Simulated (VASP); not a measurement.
## BP: single point with PBE

Crystal: BP.

```
CELL_PARAMETERS angstrom
0.00000 2.26832 2.26832
2.26832 0.00000 2.26832
2.26832 2.26832 0.00000
ATOMIC_POSITIONS crystal
B 0.00000 0.00000 0.00000
P 0.25000 0.25000 0.25000
```

```yaml
Program: VASP 6.6.1
Task: single point
Functional: PBE
Potentials_or_basis: VASP PAW PBE potentials, release 64 (B, P)
Cutoff: 520 eV
k_mesh: 10 × 10 × 10
Occupations: gaussian, width 0.01 eV
Spin: no spin polarisation
Dipole_correction: no
Further_INCAR_settings: ALGO = Normal; EDIFF = 1e-07; NBANDS = 11
```

| Property | Result |
| --- | --- |
| Pressure | 1.0 GPa |
| Band gap on the k mesh | 1.24 eV, indirect (least direct gap 3.40 eV) |

Levels at points of the mesh, in eV from the valence-band top:
| k point | band 1 | band 2 | band 3 | band 4 | band 5 | band 6 | band 7 | band 8 | band 9 |
| --- | --- | --- | --- | --- | --- | --- | --- | --- | --- |
| (0.00, 0.00, 0.00) | -15.47 | 0.00 | 0.00 | 0.00 | 3.40 | 3.40 | 3.40 | 7.39 | 11.52 |
| (0.50, 0.00, 0.00) | -12.14 | -9.04 | -1.76 | -1.76 | 3.79 | 4.71 | 4.71 | 10.13 | 14.63 |
| (0.50, 0.50, 0.00) | -10.61 | -8.59 | -4.12 | -4.12 | 1.33 | 1.66 | 12.13 | 12.13 | 15.24 |

It took 3.9 s on 1 thread of Intel(R) Xeon(R) 6975P-C (Granite Rapids), on a shared host, peak memory 0.13 GiB.

A k mesh can miss the band edges. Expect the measured gap to be larger: semilocal functionals such as PBE lack the derivative discontinuity.
